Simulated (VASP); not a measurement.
**ZrC: single point with PBEsol**

Crystal: ZrC.

```
Zr C
1.0
     0.00000    2.25522    2.25522
     2.25522    0.00000    2.25522
     2.25522    2.25522    0.00000
Zr C
1 1
Direct
  0.50000 0.50000 0.50000
  0.00000 0.00000 0.00000
```

```
Program             : VASP 6.6.1
Task                : single point
Functional          : PBEsol
Potentials or basis : VASP PAW PBE potentials, release 64 (Zr_sv, C)
Cutoff              : 520 eV
k mesh              : 8 × 8 × 8
Occupations         : methfessel-paxton, width 0.05 eV
Spin                : no spin polarisation
```

```yaml
Pressure: 30.5 GPa
Band_gap_on_the_k_mesh: zero (band 8 reaches 11.97 eV, above the bottom of band 9 at 10.60 eV)
```

Levels at points of the mesh, in eV from the Fermi level:
| k point | band 4 | band 5 | band 6 | band 7 | band 8 | band 9 | band 10 | band 11 | band 12 | band 13 |
| --- | --- | --- | --- | --- | --- | --- | --- | --- | --- | --- |
| (0.00, 0.00, 0.00) | -25.10 | -11.63 | 1.03 | 1.03 | 1.03 | 1.13 | 1.13 | 1.13 | 3.21 | 3.21 |
| (0.50, 0.00, 0.00) | -25.22 | -7.84 | -5.78 | -3.34 | -3.34 | 5.24 | 5.24 | 6.19 | 7.08 | 11.78 |
| (0.50, 0.50, 0.00) | -25.54 | -10.60 | -2.21 | -1.73 | 0.28 | 0.28 | 5.20 | 6.67 | 6.67 | 9.75 |

Run time: 11 s on 1 thread of Intel Xeon 8259CL, on a shared host, peak memory 0.14 GiB.

Caveat: the PAW data sets were made with another functional, which shifts forces and pressure a little.
